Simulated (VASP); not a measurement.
A run of VASP 6.6.1:

Contents of INCAR:

```
SYSTEM = LiH
PREC = Accurate
ENCUT = 520
EDIFF = 1E-6
ISMEAR = -1
SIGMA = 0.05
LREAL = .False.
LASPH = .True.
NELM = 100
ALGO = Normal
ISIF = 2
LWAVE = .False.
LCHARG = .False.
GGA = PE
NBANDS = 9
```

The input KPOINTS:

```
regular mesh
0
Gamma
  13 13 13
  0 0 0
```

The input POSCAR:

```
LiH
1.0
   -0.0857940890      2.1019551797      2.1019551797
    2.1019551797     -0.0857940890      2.1019551797
    2.1019551797      2.1019551797     -0.0857940890
Li H
1 1
Direct
    0.0000000000      0.0000000000      0.0000000000
    0.2500000000      0.2500000000      0.2500000000
```

Potentials or basis: VASP PAW PBE potentials, release 64 (Li_sv, H).

Command:

```bash
$ cat potpaw_PBE.64/Li_sv/POTCAR potpaw_PBE.64/H/POTCAR > POTCAR
$ mpirun -np 1 vasp_std > vasp.out
```

Hardware: 1 thread of Intel(R) Xeon(R) Platinum 8488C (Sapphire Rapids), on a shared host.

Question: Estimate the wall time of this run.

Answer: Wall time 14 s on 1 thread of Intel(R) Xeon(R) Platinum 8488C (Sapphire Rapids) (shared host), peak memory 0.15 GiB. Counts: scf iterations 11, k points 231.
